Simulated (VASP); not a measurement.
A run of VASP 6.6.1:

The input POSCAR:

```
MgS
1.0
    0.0000000000      2.6016500000      2.6016500000
    2.6016500000      0.0000000000      2.6016500000
    2.6016500000      2.6016500000      0.0000000000
S Mg
1 1
Direct
    0.5000000000      0.5000000000      0.5000000000
    0.0000000000      0.0000000000      0.0000000000
```

Contents of INCAR.step1:

```
SYSTEM = MgS
ALGO = Normal
EDIFF = 1E-6
EFERMI = MIDGAP
ENCUT = 300
GGA = PE
GGA_COMPAT = .False.
ISMEAR = 0
LASPH = .True.
LCHARG = .False.
LREAL = .False.
LWAVE = .True.
NBANDS = 16
NELM = 120
PREC = Accurate
SIGMA = 0.03
```

Contents of INCAR.step2:

```
SYSTEM = MgS
AEXX = 0.1
ALGO = Normal
EDIFF = 1E-6
EFERMI = MIDGAP
ENCUT = 300
GGA_COMPAT = .False.
HFRCUT = -1
ISMEAR = 0
ISTART = 1
LASPH = .True.
LCHARG = .False.
LHFCALC = .True.
LMIXTAU = .True.
LREAL = .False.
LWAVE = .False.
METAGGA = R2SCAN
NBANDS = 16
NELM = 120
PREC = Accurate
PRECFOCK = Fast
SIGMA = 0.03
```

Contents of KPOINTS:

```
Automatic mesh
0
Gamma
  4 4 4
  0 0 0
```

File KPOINTS_OPT:

```
path GXWKGLUWLK,UX
6
line-mode
reciprocal
 0.0000000000  0.0000000000  0.0000000000  G
 0.5000000000  0.0000000000  0.5000000000  X

 0.5000000000  0.0000000000  0.5000000000  X
 0.5000000000  0.2500000000  0.7500000000  W

 0.5000000000  0.2500000000  0.7500000000  W
 0.3750000000  0.3750000000  0.7500000000  K

 0.3750000000  0.3750000000  0.7500000000  K
 0.0000000000  0.0000000000  0.0000000000  G

 0.0000000000  0.0000000000  0.0000000000  G
 0.5000000000  0.5000000000  0.5000000000  L

 0.5000000000  0.5000000000  0.5000000000  L
 0.6250000000  0.2500000000  0.6250000000  U

 0.6250000000  0.2500000000  0.6250000000  U
 0.5000000000  0.2500000000  0.7500000000  W

 0.5000000000  0.2500000000  0.7500000000  W
 0.5000000000  0.5000000000  0.5000000000  L

 0.5000000000  0.5000000000  0.5000000000  L
 0.3750000000  0.3750000000  0.7500000000  K

 0.6250000000  0.2500000000  0.6250000000  U
 0.5000000000  0.0000000000  0.5000000000  X
```

Potentials or basis: VASP PAW PBE potentials, release 64 (S, Mg).

Command:

```sh
$ cat potpaw_PBE.64/S/POTCAR potpaw_PBE.64/Mg/POTCAR > POTCAR
$ cp INCAR.step1 INCAR
$ mpirun -np 1 vasp_std > vasp.out
$ cp INCAR.step2 INCAR
$ mpirun -np 1 vasp_std > vasp.out
```

Hardware: 1 thread of Intel(R) Xeon(R) 6975P-C (Granite Rapids), with other jobs on the host.

**Question.** How long does it take, and how much memory?

**Answer.** Run time: 64 s on 1 thread of Intel(R) Xeon(R) 6975P-C (Granite Rapids), on a shared host, peak memory 0.14 GiB. Counts: k points 8.
